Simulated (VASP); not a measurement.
Input of a VASP 6.6.1 run:

The input INCAR:

```
PREC = Accurate
ENCUT = 520
EDIFF = 1E-6
ISMEAR = -1
SIGMA = 0.05
LREAL = False
LASPH = True
NELM = 100
ALGO = Normal
ISIF = 2
LWAVE = False
LCHARG = True
GGA = CA
LELF = True
LVHAR = True
NBANDS = 12
```

The input KPOINTS:

```
regular mesh
0
Gamma
  11 11 7
```

POSCAR

```
Ti
1.0
    1.5937252200     -2.2546343400      0.0000000000
    1.5937252200      2.2546343400      0.0000000000
    0.0000000000      0.0000000000      4.4681168000
Ti
1
Direct
    0.0000000000      0.0000000000      0.0000000000
```

Potentials or basis: VASP PAW LDA potentials, release 64 (Ti_sv).

Command:

```sh
$ cat potpaw_LDA.64/Ti_sv/POTCAR > POTCAR
$ mpirun -np 1 vasp_std > vasp.out
```

Q: Estimate the pressure.

A: -12.4 GPa.

Q: What does it give for the band gap on the k mesh?

A: Zero (band 6 reaches 2.95 eV, above the bottom of band 7 at 2.43 eV).

Stress tensor (GPa, compression positive):
```
-14.60   0.00   0.00
  0.00 -12.39   0.00
  0.00   0.00 -10.23
```
